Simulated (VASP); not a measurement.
# Si2Mo (P6_222) in VASP: a series of runs

The runs below take Si2Mo through single point, with PBE.

Everything below comes from runs of VASP 6.6.1. Logs are shortened: lines on timing, memory, paths and dates and some standing lists are left out, and cuts for length are marked.

**1. The cell of the first run**

Symmetry: P6_222, No. 180, hexagonal system. The conventional cell has a = 4.492 Å, b = 4.492 Å, c = 6.445 Å, α = 90.00°, β = 90.00°, γ = 120.00°. Si (site symmetry 2) has 9 Si at 2.50 to 3.14 Å and 5 Mo at 2.52 to 2.62 Å within 3.3 Å. Within 3.3 Å of Mo (site symmetry 222) lie 10 Si at 2.52 to 2.62 Å and 4 Mo at 3.11 Å.

**2. Single point, PBE**

Input file INCAR:

```
SYSTEM = Si2Mo
ALGO = Normal ; EDIFF = 1E-7
ENCUT = 520 ; GGA = PE
ISIF = 2 ; ISMEAR = 0
LASPH = .True. ; LCHARG = .False.
LREAL = .False. ; LWAVE = .False.
NBANDS = 43 ; NELM = 100
PREC = Accurate ; SIGMA = 0.05
```

Input file KPOINTS:

```
k-points
0
Gamma
  9 9 6
  0 0 0
```

Input file POSCAR:

```
Si2Mo
1.0
    4.4918642420      0.0000000000      0.0000000000
   -2.2459321210      3.8900685439      0.0000000000
    0.0000000000      0.0000000000      6.4454415926
Si Mo
6 3
Direct
    0.1638729800      0.8361270200      0.8333333300
    0.3277459600      0.1638729800      0.1666666700
    0.8361270200      0.6722540400      0.5000000000
    0.8361270200      0.1638729800      0.8333333300
    0.6722540400      0.8361270200      0.1666666700
    0.1638729800      0.3277459600      0.5000000000
    0.5000000000      0.0000000000      0.5000000000
    0.0000000000      0.5000000000      0.1666666700
    0.5000000000      0.5000000000      0.8333333300
```

Potentials or basis: VASP PAW PBE potentials, release 64 (Si, Mo_sv).

Launch:

```sh
> cat potpaw_PBE.64/Si/POTCAR potpaw_PBE.64/Mo_sv/POTCAR > POTCAR
> mpirun -np 1 vasp_std > vasp.out
```

OUTCAR:

```text
SYSTEM = Si2Mo
   EDIFF = 1E-7
   ENCUT = 520
   GGA = PE
   ISIF = 2
   ISMEAR = 0
   LASPH = .True.
   LREAL = .False.
   NELM = 100
   PREC = Accurate

 ion  position               nearest neighbor table
   1  0.164  0.836  0.833-   3 2.50   2 2.50   7 2.52   8 2.52   4 2.55   9 2.58   9 2.58   9 2.62
                             4 2.62   4 2.62   6 3.08   5 3.08   6 3.14   5 3.14
   2  0.328  0.164  0.167-   6 2.50   1 2.50   7 2.52   9 2.52   5 2.55   8 2.58   8 2.58   8 2.62
                             5 2.62   5 2.62   3 3.08   4 3.08   3 3.14   4 3.14
   3  0.836  0.672  0.500-   1 2.50   5 2.50   8 2.52   9 2.52   6 2.55   7 2.58   7 2.58   7 2.62
                             6 2.62   6 2.62   4 3.08   2 3.08   4 3.14   2 3.14
   4  0.836  0.164  0.833-   6 2.50   5 2.50   7 2.52   8 2.52   1 2.55   9 2.58   9 2.58   9 2.62
                             1 2.62   1 2.62   3 3.08   2 3.08   3 3.14   2 3.14
   5  0.672  0.836  0.167-   3 2.50   4 2.50   7 2.52   9 2.52   2 2.55   8 2.58   8 2.58   8 2.62
                             2 2.62   2 2.62   6 3.08   1 3.08   6 3.14   1 3.14
   6  0.164  0.328  0.500-   2 2.50   4 2.50   8 2.52   9 2.52   3 2.55   7 2.58   7 2.58   7 2.62
                             3 2.62   3 2.62   5 3.08   1 3.08   1 3.14   5 3.14
   7  0.500  0.000  0.500-   1 2.52   2 2.52   4 2.52   5 2.52   6 2.58   3 2.58   6 2.58   3 2.58
                             6 2.62   3 2.62   8 3.11   9 3.11   9 3.11   8 3.11
   8  0.000  0.500  0.167-   3 2.52   6 2.52   4 2.52   1 2.52   2 2.58   5 2.58   2 2.58   5 2.58
                             5 2.62   2 2.62   7 3.11   7 3.11   9 3.11   9 3.11
   9  0.500  0.500  0.833-   3 2.52   6 2.52   5 2.52   2 2.52   4 2.58   1 2.58   1 2.58   4 2.58
                             1 2.62   4 2.62   7 3.11   7 3.11   8 3.11   8 3.11

  LATTYP: Found a hexagonal cell.
 ALAT       =     4.4918642420
 C/A-ratio  =     1.4349146023

  Lattice vectors:

 A1 = (   4.4918642420,   0.0000000000,   0.0000000000)
 A2 = (  -2.2459321210,   3.8900685439,   0.0000000000)
 A3 = (   0.0000000000,   0.0000000000,   6.4454415926)

Analysis of symmetry for initial positions (statically):
=====================================================================
 Subroutine PRICEL returns:
 Original cell was already a primitive cell.

 Routine SETGRP: Setting up the symmetry group for a
 hexagonal supercell.

 Subroutine GETGRP returns: Found 12 space group operations
 (whereof  4 operations were pure point group operations)
 out of a pool of 24 trial point group operations.

The static configuration has the point symmetry D_2 .
 The point group associated with its full space group is D_6 .

Analysis of symmetry for dynamics (positions and initial velocities):
=====================================================================
 Subroutine PRICEL returns:
[... 133 lines left out ...]
   TEBEG  =    0.0;   TEEND  =   0.0 temperature during run
   PSTRESS=    0.0 pullay stress
   NELECT =      66.0000    total number of electrons
   NUPDOWN=      -1.0000    fix difference up-down
   EMIN   =  10.00;   EMAX   =-10.00  energy-range for DOS
   EFERMI =   0.00;   METHOD = LEGACY
   ISMEAR =     0;   SIGMA  =   0.05  broadening in eV -4-tet -1-fermi 0-gaus
   EFERMI_NEDOS =   21; number of points for ismear=-14 and -15
   IALGO  =     38    algorithm
   IMIX   =      4    mixing-type and parameters
     AMIX     =   0.40;   BMIX     =  1.00
     AMIX_MAG =   1.60;   BMIX_MAG =  1.00
  volume/ion in A,a.u.               =      12.51        84.45
  Fermi-wavevector in a.u.,A,eV,Ry     =   1.369969  2.588865 25.535606  1.876814
  Thomas-Fermi vector in A             =   2.495797
   LORBIT       =      0    0 simple, 1 ext, 2 COOP (PROOUT), +10 PAW based schemes
   GGA     = PE    functional components
   LHFCALC =     F    Hartree Fock is set to
   AEXX    =    0.0000 exact exchange contribution
   IVDW    =     0    specifies the selected vdW correction
   LEPSILON=     F    determine dielectric tensor
   LRPA    =     F    only Hartree local field effects (RPA)
 non-spin polarized calculation
 Gauss-broadening in eV      SIGMA  =   0.05
  energy-cutoff  :      520.00
  volume of cell :      112.63
 maximum number of plane-waves:      3077
 NGX is ok and might be reduce to    36
   NGX = 17   NGY = 17   NGZ = 23

 number of electron      66.0000005 magnetization

 Free energy of the ion-electron system (eV)
  ---------------------------------------------------
  ext. energy  EPLUGINS =         0.00000000
  ---------------------------------------------------
  free energy    TOTEN  =       -69.01289616 eV

  energy without entropy =      -69.01283997  energy(sigma->0) =      -69.01286806

 E-fermi :  13.9231     XC(G=0): -12.7573

 val. band max:       13.8437493266   @ k =   0.4444   0.0000   0.5000
 cond. band min:      14.0024148922   @ k =   0.4444   0.0000   0.0000
 fundamental gap:      0.1586655656
 Fermi energy:        13.9230826709

 k-point     1 :       0.0000    0.0000    0.0000
  band No.  band energies     occupation
      1     -47.2007      2.00000
      2     -47.1599      2.00000
      3     -47.1599      2.00000
      4     -21.5063      2.00000
      5     -21.5009      2.00000
      6     -21.5009      2.00000
[... 1093 lines left out ...]
     42      17.5741      0.00000
     43      17.5794      0.00000

 [... further k-points ...]
[... 5 lines left out ...]
  --------------------------------------------------------------------------------------
  -------------------------------------------------------------------------------------
  Total       13.4329942     13.4329942     14.2350961      0.0000000     -0.0000000      0.0000000
  in kB      191.0939140    191.0939140    202.5043850      0.0000000     -0.0000000      0.0000000
  external PRESSURE =     194.8974043 kB  Pullay stress =       0.0000000 kB

 VOLUME and BASIS-vectors are now :
 -----------------------------------------------------------------------------
  energy-cutoff  :      520.00
  volume of cell :      112.63
      direct lattice vectors                 reciprocal lattice vectors
     4.491864242  0.000000000  0.000000000     0.222624716  0.128532440  0.000000000
    -2.245932121  3.890068544  0.000000000     0.000000000  0.257064879  0.000000000
     0.000000000  0.000000000  6.445441593     0.000000000  0.000000000  0.155148408

 POSITION                                       TOTAL-FORCE (eV/Angst)
 -----------------------------------------------------------------------------------
     -1.14179      3.25259      5.37120        -0.015337      0.008855     -0.000000
      1.10414      0.63748      1.07424        -0.015337     -0.008855     -0.000000
      2.24593      2.61511      3.22272         0.000000      0.017710     -0.000000
      3.38772      0.63748      5.37120         0.015337     -0.008855     -0.000000
      1.14179      3.25259      1.07424         0.015337      0.008855     -0.000000
      0.00000      1.27495      3.22272         0.000000     -0.017710     -0.000000
      2.24593      0.00000      3.22272         0.000000      0.000000     -0.000000
     -1.12297      1.94503      1.07424         0.000000      0.000000      0.000000
      1.12297      1.94503      5.37120         0.000000      0.000000      0.000000
 -----------------------------------------------------------------------------------
    total drift:                               -0.000000      0.000000      0.000057

  FREE ENERGIE OF THE ION-ELECTRON SYSTEM (eV)
  ---------------------------------------------------
  free  energy   TOTEN  =       -69.0128961559 eV

  energy  without entropy=      -69.0128399673  energy(sigma->0) =      -69.01286806
```

stdout:

```text
POSCAR found type information on POSCAR SiMo
 POSCAR found :  2 types and       9 ions
 scaLAPACK will be used
 LDA part: xc-table for (Slater+PW92), standard interpolation
 POSCAR, INCAR and KPOINTS ok, starting setup
 FFT: planning ... GRIDC
 FFT: planning ... GRID_SOFT
 FFT: planning ... GRID
 WAVECAR not read
 entering main loop
```

Run time: 3 min. Hardware: 1 thread of Intel Xeon Platinum 8488C (Sapphire Rapids), shared host; peak memory 0.34 GiB.

What came out:

- Free energy: -69.0129 eV
- Pressure: 19.5 GPa
- Largest force: 0.018 eV/Å
- Band gap on the k mesh: 0.16 eV, indirect (least direct gap 0.65 eV)

Forces on the atoms (eV/Å):
```
Si  -0.015  0.009  0.000
Si  -0.015 -0.009  0.000
Si   0.000  0.018  0.000
Si   0.015 -0.009  0.000
Si   0.015  0.009  0.000
Si   0.000 -0.018  0.000
Mo   0.000  0.000  0.000
Mo   0.000  0.000  0.000
Mo   0.000  0.000  0.000
```

Stress tensor (GPa, compression positive):
```
19.11  0.00  0.00
 0.00 19.11  0.00
 0.00  0.00 20.25
```

Levels at points of the mesh, in eV from the valence-band top:
```tsv
k point	band 31	band 32	band 33	band 34	band 35	band 36
(0.00, 0.00, 0.00)	-2.80	-2.10	-0.88	2.23	2.60	2.60
(0.00, 0.00, 0.50)	-2.07	-0.75	-0.75	2.15	2.58	2.66
```

A k mesh can miss the band edges.

**3. Single point, PBE**

This run uses another cell than the first one, of 13.31 Å³/atom, 1.064 times its volume.

Input file INCAR:

```
PREC = Accurate
ENCUT = 520
EDIFF = 1E-7
ISMEAR = 0
SIGMA = 0.05
LREAL = False
LASPH = True
NELM = 60
ALGO = Normal
ISIF = 2
LWAVE = False
LCHARG = True
GGA = PE
LELF = True
LVHAR = True
NBANDS = 43
```

Input file KPOINTS:

```
Automatic mesh
0
Gamma
  9 9 6
```

POSCAR: that of step 2 with these lines changed.

```diff
@@ -2,5 +2,5 @@
 1.0
-    4.4918642420      0.0000000000      0.0000000000
-   -2.2459321210      3.8900685439      0.0000000000
-    0.0000000000      0.0000000000      6.4454415926
+    4.5854715599      0.0000000000      0.0000000000
+   -2.2927357800      3.9711348592      0.0000000000
+    0.0000000000      0.0000000000      6.5797601000
 Si Mo
```

Potentials or basis: VASP PAW PBE potentials, release 64 (Si, Mo_sv).

Launch:

```sh
> cat potpaw_PBE.64/Si/POTCAR potpaw_PBE.64/Mo_sv/POTCAR > POTCAR
> mpirun -np 1 vasp_std > vasp.out
```

Wall time 3.3 min (1 thread of Intel Xeon Platinum 8488C (Sapphire Rapids), shared host); peak memory 0.34 GiB.

Results (log left out):

```
Free energy            : -69.5155 eV
Pressure               : 3.7 GPa
Largest force          : 0.006 eV/Å
Band gap on the k mesh : 0.18 eV, indirect (least direct gap 0.59 eV)
```

Forces on the atoms (eV/Å):
```
Si   0.005 -0.003  0.000
Si   0.005  0.003  0.000
Si   0.000 -0.006  0.000
Si  -0.005  0.003  0.000
Si  -0.005 -0.003  0.000
Si   0.000  0.006  0.000
Mo   0.000  0.000  0.000
Mo   0.000  0.000  0.000
Mo   0.000  0.000  0.000
```

Stress tensor (GPa, compression positive):
```
3.73 0.00 0.00
0.00 3.73 0.00
0.00 0.00 3.59
```

Levels at points of the mesh, in eV from the valence-band top:
| k point | band 30 | band 31 | band 32 | band 33 | band 34 | band 35 | band 36 | band 37 |
| --- | --- | --- | --- | --- | --- | --- | --- | --- |
| (0.00, 0.00, 0.00) | -2.96 | -2.69 | -2.04 | -0.76 | 2.05 | 2.41 | 2.41 | 2.52 |
| (0.00, 0.00, 0.50) | -2.26 | -2.03 | -0.67 | -0.67 | 1.90 | 2.33 | 2.33 | 2.35 |

A k mesh can miss the band edges.

**4. Single point, PBE**

This run uses another cell than the first one, of 13.31 Å³/atom, 1.064 times its volume.

Input file INCAR:

```
SYSTEM = Si2Mo
PREC = Accurate
ENCUT = 520
EDIFF = 1E-6
ISMEAR = 0
SIGMA = 0.05
LREAL = .False.
LASPH = .True.
NELM = 100
ALGO = Normal
ISIF = 2
LWAVE = .False.
LCHARG = .True.
GGA = PE
LELF = .True.
LVHAR = .True.
NBANDS = 43
```

Input file KPOINTS:

```
regular mesh
0
Gamma
  9 9 6
  0 0 0
```

POSCAR is that of step 3.

Launch:

```sh
> cat potpaw_PBE.64/Si/POTCAR potpaw_PBE.64/Mo_sv/POTCAR > POTCAR
> mpirun -np 1 vasp_std > vasp.out
```

Wall time 3.4 min (1 thread of Intel Xeon Platinum 8488C (Sapphire Rapids), shared host); peak memory 0.35 GiB.

Results (log left out):

| Quantity | Value |
| --- | --- |
| Free energy | -69.5155 eV |
| Pressure | 3.7 GPa |
| Largest force | 0.006 eV/Å |
| Band gap on the k mesh | 0.18 eV, indirect (least direct gap 0.59 eV) |

Forces in eV/Å, atoms in the order of the input:
```
Si   0.005 -0.003  0.000
Si   0.005  0.003  0.000
Si   0.000 -0.006  0.000
Si  -0.005  0.003  0.000
Si  -0.005 -0.003  0.000
Si   0.000  0.006  0.000
Mo   0.000  0.000  0.000
Mo   0.000  0.000  0.000
Mo   0.000  0.000  0.000
```

Stress tensor (GPa, compression positive):
```
3.74 0.00 0.00
0.00 3.74 0.00
0.00 0.00 3.60
```

Levels at points of the mesh, in eV from the valence-band top:
| k point | band 31 | band 32 | band 33 | band 34 | band 35 | band 36 |
| --- | --- | --- | --- | --- | --- | --- |
| (0.00, 0.00, 0.00) | -2.69 | -2.04 | -0.76 | 2.05 | 2.41 | 2.41 |
| (0.00, 0.00, 0.50) | -2.03 | -0.67 | -0.67 | 1.90 | 2.33 | 2.33 |

A k mesh can miss the band edges.
